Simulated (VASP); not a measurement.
Here is a VASP 6.6.1 calculation.

INCAR

```
SYSTEM = SrAl2O2
ALGO = Normal ; EDIFF = 1E-7
ENCUT = 520 ; GGA = PE
ISIF = 2 ; ISMEAR = 0
LASPH = .True. ; LCHARG = .True.
LELF = .True. ; LREAL = .False.
LVHAR = .True. ; LWAVE = .False.
NBANDS = 22 ; NELM = 100
PREC = Accurate ; SIGMA = 0.1
```

File KPOINTS:

```
k-points
0
Gamma
  12 12 10
  0 0 0
```

File POSCAR:

```
SrAl2O2
1.0
    5.0482531827      0.0000000000      0.0000000000
   -2.5241265913      4.3719155009      0.0000000000
    0.0000000000      0.0000000000      3.6327224802
Sr Al O
1 2 2
Direct
    0.0000000000      0.0000000000      0.5000000000
    0.3333333333      0.6666666667      0.0000000000
    0.6666666667      0.3333333333      0.0000000000
    0.3333333333      0.6666666667      0.5000000000
    0.6666666667      0.3333333333      0.5000000000
```

Potentials or basis: VASP PAW PBE potentials, release 64 (Sr_sv, Al, O).

Launch:

```sh
$ cat potpaw_PBE.64/Sr_sv/POTCAR potpaw_PBE.64/Al/POTCAR potpaw_PBE.64/O/POTCAR > POTCAR
$ mpirun -np 1 vasp_std > vasp.out
```

(1) Predict the band gap on the k mesh.

(2) Predict the pressure.

Results:

(1) zero (bands 14 and 15 overlap by 3.47 eV).

(2) 0.1 GPa.
